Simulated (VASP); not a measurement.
Here is a VASP 6.6.1 calculation.

File INCAR:

```
ALGO = Normal
EDIFF = 1E-6
ENCUT = 600
GGA = PE
GGA_COMPAT = F
ISIF = 2
ISMEAR = 0
LASPH = T
LCHARG = F
LREAL = F
LWAVE = F
NBANDS = 41
NELM = 120
PREC = Accurate
SIGMA = 0.15
```

File KPOINTS:

```
k-points
0
Gamma
  3 3 2
```

File POSCAR:

```
MgCd3Se4
1.0
    5.8471546531      0.0000000000      0.0000000000
   -2.9235773265      5.0637844694      0.0000000000
    0.0000000000      0.0000000000      6.3198120087
Mg Cd Se
1 3 4
Direct
    0.0000000000      0.0000000000      0.0000000000
    0.5000000000      0.0000000000      0.0000000000
    0.0000000000      0.5000000000      0.0000000000
    0.5000000000      0.5000000000      0.0000000000
    0.5000000000      0.0000000000      0.5000000000
    0.0000000000      0.5000000000      0.5000000000
    0.5000000000      0.5000000000      0.5000000000
    0.0000000000      0.0000000000      0.5000000000
```

Potentials or basis: VASP PAW PBE potentials, release 64 (Mg, Cd, Se).

Run with:

```bash
$ cat potpaw_PBE.64/Mg/POTCAR potpaw_PBE.64/Cd/POTCAR potpaw_PBE.64/Se/POTCAR > POTCAR
$ mpirun -np 1 vasp_std > vasp.out
```

Problem. Predict the pressure.

Solution. 0.0 GPa.

Problem. What does it give for the band gap on the k mesh?

Solution. Zero (bands 31 and 32 overlap by 1.46 eV).

Stress tensor (GPa, compression positive):
```
 0.11  0.00  0.00
 0.00  0.11  0.00
 0.00  0.00 -0.26
```

Caveat: the k points lie up to 0.50 Å⁻¹ apart, too coarse for converged energies and pressures of a metal.
